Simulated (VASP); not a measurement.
Set up this calculation in VASP 6.6.1, as the native input.

```
Task                   : single point
Functional             : PBEsol
Potentials or basis    : VASP PAW PBE potentials, release 64 (Pd)
Cutoff                 : 520 eV
k mesh                 : 18 × 18 × 6
Occupations            : gaussian, width 0.1 eV
Spin                   : no spin polarisation
Dipole correction      : no
Further INCAR settings : ALGO = Normal; EDIFF = 1e-06; NBANDS = 28
```

The structure of Pd lies in POSCAR:

```
Pd
1.0
    2.7114452689      0.0000000000      0.0000000000
   -1.3557226345      2.3481804839      0.0000000000
    0.0000000000      0.0000000000      8.9499794024
Pd
4
Direct
    0.0000000000      0.0000000000      0.0000000000
    0.3333333333      0.6666666667      0.2500000000
    0.0000000000      0.0000000000      0.5000000000
    0.6666666667      0.3333333333      0.7500000000
```

These files were run (other wordings do the same):

INCAR

```
PREC = Accurate
ENCUT = 520
EDIFF = 1E-6
ISMEAR = 0
SIGMA = 0.1
LREAL = F
LASPH = T
NELM = 100
ALGO = Normal
ISIF = 2
LWAVE = F
LCHARG = T
GGA = PS
LELF = T
LVHAR = T
NBANDS = 28
```

KPOINTS

```
regular mesh
0
Gamma
  18 18 6
```

Potentials or basis: VASP PAW PBE potentials, release 64 (Pd).

The run is started by

```sh
$ cat potpaw_PBE.64/Pd/POTCAR > POTCAR
$ mpirun -np 1 vasp_std > vasp.out
```

Results of the run:

| Quantity | Value |
| --- | --- |
| Pressure | 4.6 GPa |
| Band gap on the k mesh | zero (band 20 reaches 10.47 eV, above the bottom of band 21 at 9.47 eV) |

Caveat: the PAW data sets were made with another functional, which shifts forces and pressure a little.

Run time: 4.4 min on 1 thread of Intel(R) Xeon(R) Platinum 8488C (Sapphire Rapids) (shared host), peak memory 0.3 GiB.
